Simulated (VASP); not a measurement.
SiO2, 6 atoms in the cell. Symmetry: P4_2/mnm, No. 136, tetragonal system. The conventional cell has a = 4.195 Å, b = 4.195 Å, c = 2.678 Å, α = 90.00°, β = 90.00°, γ = 90.00°. Within 2.3 Å of Si (site symmetry mmm) lie 6 O at 1.77 to 1.82 Å. Within 2.3 Å of O (site symmetry m2m) lie 3 Si at 1.77 to 1.82 Å. 

| Property | Result |
| --- | --- |
| Program | VASP 6.6.1 |
| Task | single point |
| Functional | PBEsol |
| Potentials or basis | VASP PAW PBE potentials, release 64 (Si, O) |
| Cutoff | 520 eV |
| k mesh | 6 × 6 × 8 |
| Occupations | fermi-dirac, width 0.02 eV |
| Spin | no spin polarisation |
| Dipole correction | no |
| Further INCAR settings | ALGO = Normal; EDIFF = 1e-06; NBANDS = 25 |

Potentials or basis: VASP PAW PBE potentials, release 64 (Si, O).

Launch:

```bash
$ cat potpaw_PBE.64/Si/POTCAR potpaw_PBE.64/O/POTCAR > POTCAR
$ mpirun -np 1 vasp_std > vasp.out
```

Hardware: 1 thread of Intel(R) Xeon(R) Platinum 8259CL CPU @ 2.50GHz (Skylake/Cascade Lake), on a shared host.

How long does it take, and how much memory?

Wall time 47 s on 1 thread of Intel(R) Xeon(R) Platinum 8259CL CPU @ 2.50GHz (Skylake/Cascade Lake) (shared host), peak memory 0.18 GiB. Counts: scf iterations 12, k points 50.
